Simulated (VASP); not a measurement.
A run of VASP 6.6.1 is set up as follows.

The input INCAR:

```
SYSTEM = InAs
PREC = Accurate ; ENCUT = 520
EDIFF = 1E-7 ; ISMEAR = -1
SIGMA = 0.08 ; LREAL = .False.
LASPH = .True. ; NELM = 80
ALGO = Normal ; ISIF = 2
LWAVE = .False. ; LCHARG = .False.
NBANDS = 16
```

KPOINTS

```
Automatic mesh
0
Gamma
  11 11 11
  0 0 0
```

POSCAR

```
InAs
1.0
    0.0000000000      2.4689768398      2.4689768398
    2.4689768398      0.0000000000      2.4689768398
    2.4689768398      2.4689768398      0.0000000000
In As
1 1
Direct
    0.0000000000      0.0000000000      0.0000000000
    0.2500000000      0.2500000000      0.2500000000
```

Potentials or basis: VASP PAW LDA potentials, release 64 (In_d, As).

The run is started by

```console
$ cat potpaw_LDA.64/In_d/POTCAR potpaw_LDA.64/As/POTCAR > POTCAR
$ mpirun -np 1 vasp_std > vasp.out
```

Q: Predict the band gap on the k mesh.

A: Zero (band 9 reaches 13.54 eV, above the bottom of band 10 at 13.41 eV).

Q: Estimate the pressure.

A: 142.9 GPa.

Caveat: spin-orbit coupling is left out, which moves the levels of the heavy elements.
